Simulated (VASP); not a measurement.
Set up this calculation in VASP 6.6.1, as the native input.

```yaml
Task: single point
Functional: LDA
Potentials_or_basis: VASP PAW LDA potentials, release 64 (As_d)
Cutoff: 520 eV
k_mesh: 9 × 9 × 1
Occupations: gaussian, width 0.02 eV
Spin: no spin polarisation
Dipole_correction: yes
Second_run: valence_matched
Further_INCAR_settings: ALGO = Normal; EDIFF = 1e-06; NBANDS = 22; NELMDL = -8
```

The structure of As lies in POSCAR:

```
As
1.0
    3.3500000000      0.0000000000      0.0000000000
   -1.6750000000      2.9011851027      0.0000000000
    0.0000000000      0.0000000000     28.0000000000
As
2
Direct
    0.3333333333      0.6666666667      0.5317142857
    0.6666666667      0.3333333333      0.4682857143
```

The input as run:

INCAR

```
  PREC = Accurate
  ENCUT = 520
  EDIFF = 1E-6
  ISMEAR = 0
  SIGMA = 0.02
  LREAL = F
  LASPH = T
  NELM = 120
  ALGO = Normal
  ISIF = 2
  LWAVE = F
  LCHARG = F
  LDIPOL = T
  IDIPOL = 3
  DIPOL = 0.5 0.5 0.500
  NBANDS = 22
  GGA_COMPAT = F
  NELMDL = -8
```

KPOINTS

```
Automatic mesh
0
Gamma
  9 9 1
```

Potentials or basis: VASP PAW LDA potentials, release 64 (As_d).

Launch:

```bash
$ cat potpaw_LDA.64/As_d/POTCAR > POTCAR
$ mpirun -np 1 vasp_std > vasp.out
```

Results of the run:

The largest force is 2.767 eV/Å and the band gap on the k mesh is zero (band 15 reaches -1.97 eV, above the bottom of band 16 at -3.40 eV).

It took 70 s on 1 thread of Intel(R) Xeon(R) 6975P-C (Granite Rapids), with other jobs on the host, peak memory 0.31 GiB.
